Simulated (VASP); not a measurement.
A run of VASP 6.6.1:

Contents of INCAR:

```
SYSTEM = Y
PREC     = Accurate       ! precision mode
ENCUT    = 520            ! plane-wave cutoff, eV
EDIFF    = 1E-7           ! SCF threshold, eV
ISMEAR   = -1             ! smearing method
SIGMA    = 0.1            ! smearing width, eV
LREAL    = .False.        ! projectors in reciprocal space
LASPH    = .True.         ! aspherical terms in the spheres
NELM     = 100            ! most SCF steps
ALGO     = Normal         ! electronic algorithm
ISIF     = 2              ! what is computed and relaxed
LWAVE    = .False.        ! write WAVECAR
LCHARG   = .False.        ! write CHGCAR
GGA      = RE             ! functional
NBANDS   = 12             ! bands
```

Contents of KPOINTS:

```
Automatic mesh
0
Gamma
  12 12 12
  0 0 0
```

Contents of POSCAR:

```
Y
1.0
    0.0000000000      2.5603050175      2.5603050175
    2.5603050175      0.0000000000      2.5603050175
    2.5603050175      2.5603050175      0.0000000000
Y
1
Direct
    0.0000000000      0.0000000000      0.0000000000
```

Potentials or basis: VASP PAW PBE potentials, release 64 (Y_sv).

The run is started by

```sh
$ cat potpaw_PBE.64/Y_sv/POTCAR > POTCAR
$ mpirun -np 1 vasp_std > vasp.out
```

Hardware: 1 thread of Intel(R) Xeon(R) 6975P-C (Granite Rapids) (shared host).

Q: How long does it take, and how much memory?

A: Wall time 18 s on 1 thread of Intel(R) Xeon(R) 6975P-C (Granite Rapids), with other jobs on the host, peak memory 0.18 GiB. Counts: scf iterations 15, k points 72.
